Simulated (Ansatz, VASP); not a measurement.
Ni: VASP beside Ansatz

```
Ni
1.0
    -0.73217    1.46434    1.46434
     1.46434   -0.73217    1.46434
     1.46434    1.46434   -0.73217
Ni
1
Direct
  0.00000 0.00000 0.00000
```

Alike in both runs: task single point; functional PBEsol; k mesh 26 × 26 × 26; occupations gaussian, width 0.15 eV; collinear spin.

|  | VASP | Ansatz |
| --- | --- | --- |
| version | VASP 6.6.1 | Ansatz 0.2.0 |
| potentials or method | VASP PAW PBE potentials, release 64 (Ni), cutoff 520 eV | scalar-relativistic, plane waves, PAW |
| valence electrons in the cell | 10 | 18 |

|  | VASP | Ansatz | Ansatz less VASP |
| --- | --- | --- | --- |
| gap on the k mesh at the Fermi level (eV) | none | none | - |
| pressure (GPa) | 27.3 | 27.8 | +0.42 |
| net moment per atom (μB) | 0.40 | 0.42 | +0.014 |
| size of the moment on the site where the two differ most (μB) | 0.40 | 0.42 | +0.022 |

VASP's potentials were made for PBE, not for PBEsol. Site moments also hang on the region over which each program counts them. A gap of «none» marks a metal or a gap that the smearing closes. VASP's potentials hold 10 valence electrons a cell and Ansatz's 18, so a difference there can come from the potentials and not from the codes.
